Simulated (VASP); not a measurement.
The system is AlIn.

```
Al In
1.0
     1.76227   -2.49223    0.00000
     1.76227    2.49223    0.00000
     0.00000    0.00000    4.98446
Al In
1 1
Direct
  0.50000 0.50000 0.50000
  0.00000 0.00000 0.00000
```

| Property | Result |
| --- | --- |
| Program | VASP 6.6.1 |
| Task | relaxation of cell and atoms |
| Functional | PBEsol |
| Potentials or basis | VASP PAW PBE potentials, release 64 (Al, In_d) |
| Cutoff | 600 eV |
| k mesh | 14 × 14 × 8 |
| Occupations | gaussian, width 0.1 eV |
| Spin | no spin polarisation |

At the start: pressure -0.7 GPa; volume 21.89 Å³/atom.

Question: How do energy, volume and symmetry change on relaxing?

Answer: Over 30 steps the energy falls by 43.4 meV/atom and the volume is 21.18 Å³/atom (-3.2 %); space group Cmmm (No. 65, to 0.05 Å).

The path:
| step | energy change (eV) | largest force (eV/Å) | pressure (GPa) | volume (Å³) |
| --- | --- | --- | --- | --- |
| 1 | 0.0000 | 0.0000 | -0.69 | 43.78 |
| 2 | -0.0039 | 0.0000 | 0.03 | 43.19 |
| 3 | -0.0053 | 0.0000 | 0.74 | 42.64 |
| 4 | -0.0078 | 0.0000 | 0.76 | 42.64 |
| 5 | -0.0083 | 0.0000 | 0.77 | 42.64 |
| 6 | -0.0096 | 0.0000 | 0.28 | 43.02 |
| 7 | -0.0098 | 0.0000 | -0.20 | 43.40 |
| 8 | -0.0098 | 0.0000 | -0.07 | 43.28 |
| 9 | -0.0098 | 0.0000 | -0.04 | 43.26 |
| 10 | -0.0100 | 0.0000 | -0.04 | 43.26 |
| 11 | -0.0104 | 0.0000 | -0.03 | 43.27 |
| 12 | -0.0109 | 0.0000 | -0.01 | 43.28 |
| 13 | -0.0127 | 0.0000 | 0.01 | 43.29 |
| 14 | -0.0207 | 0.0000 | -0.10 | 43.25 |
| 15 | -0.0487 | 0.0000 | -0.59 | 42.99 |
| 16 | -0.0819 | 0.0000 | 0.67 | 41.79 |
| 17 | -0.0823 | 0.0000 | 0.09 | 42.35 |
| 18 | -0.0863 | 0.0000 | 0.36 | 42.09 |
| 19 | -0.0862 | 0.0000 | 0.43 | 42.04 |
| 20 | -0.0781 | 0.0000 | -1.68 | 43.81 |
| 21 | -0.0868 | 0.0000 | -0.02 | 42.38 |
| 22 | -0.0868 | 0.0000 | -0.05 | 42.40 |
| 23 | -0.0867 | 0.0000 | 0.08 | 42.31 |
| 24 | -0.0868 | 0.0000 | -0.02 | 42.37 |
| 25 | -0.0868 | 0.0000 | -0.01 | 42.37 |
| 26 | -0.0868 | 0.0000 | 0.03 | 42.34 |
| 27 | -0.0868 | 0.0000 | -0.01 | 42.36 |
| 28 | -0.0868 | 0.0000 | 0.00 | 42.36 |
| 29 | -0.0868 | 0.0000 | -0.02 | 42.37 |
| 30 | -0.0868 | 0.0000 | 0.00 | 42.37 |

Final structure:
```
Al In
1.0
     2.18573   -2.32824    0.00000
     2.18573    2.32824    0.00000
     0.00000    0.00000    4.16255
Al In
1 1
Direct
  0.50000 0.50000 0.50000
  0.00000 0.00000 0.00000
```

Caveat: the PAW data sets were made with another functional, which shifts forces and pressure a little.
